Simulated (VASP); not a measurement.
Wanted: the native input for a VASP 6.6.1 run.

```yaml
Task: single point
Functional: r2SCAN
Potentials_or_basis: VASP PAW PBE potentials, release 64 (Al)
Cutoff: 520 eV
k_mesh: 20 × 20 × 20
Occupations: gaussian, width 0.15 eV
Spin: no spin polarisation
Dipole_correction: no
Further_INCAR_settings: ALGO = Normal; EDIFF = 1e-06; NBANDS = 8
```

Crystal: Al.

```
Al
1.0
    -1.51166    1.51166    1.51166
     1.51166   -1.51166    1.51166
     1.51166    1.51166   -1.51166
Al
1
Direct
  0.00000 0.00000 0.00000
```

This cell differs from its parent crystal: strain -0.050 along x and y, -0.050 along z.

One way to write it, as run:

POSCAR

```
Al
1.0
   -1.5116577555      1.5116577555      1.5116577555
    1.5116577555     -1.5116577555      1.5116577555
    1.5116577555      1.5116577555     -1.5116577555
Al
1
Direct
    0.0000000000      0.0000000000      0.0000000000
```

INCAR.step1

```
ALGO = Normal ; EDIFF = 1E-4
ENCUT = 520 ; GGA = PE
ISMEAR = 0 ; LASPH = T
LCHARG = F ; LREAL = F
LWAVE = T ; NBANDS = 8
NELM = 100 ; PREC = Accurate
SIGMA = 0.15
```

INCAR.step2

```
ALGO = Normal ; EDIFF = 1E-6
ENCUT = 520 ; ISIF = 2
ISMEAR = 0 ; ISTART = 1
LASPH = T ; LCHARG = F
LMIXTAU = T ; LREAL = F
LWAVE = F ; METAGGA = R2SCAN
NBANDS = 8 ; NELM = 100
PREC = Accurate ; SIGMA = 0.15
```

KPOINTS

```
k-points
0
Gamma
  20 20 20
```

Potentials or basis: VASP PAW PBE potentials, release 64 (Al).

Launch:

```sh
$ cat potpaw_PBE.64/Al/POTCAR > POTCAR
$ cp INCAR.step1 INCAR
$ mpirun -np 1 vasp_std > vasp.out
$ cp INCAR.step2 INCAR
$ mpirun -np 1 vasp_std > vasp.out
```

It gave:

The pressure is 17.8 GPa.

Caveat: the cell differs from its parent crystal (strain -0.050 along x and y, -0.050 along z); the PAW data sets were made with another functional, which shifts forces and pressure a little.

Wall time 46 s on 1 thread of Intel(R) Xeon(R) 6975P-C (Granite Rapids) (shared host), peak memory 0.14 GiB.
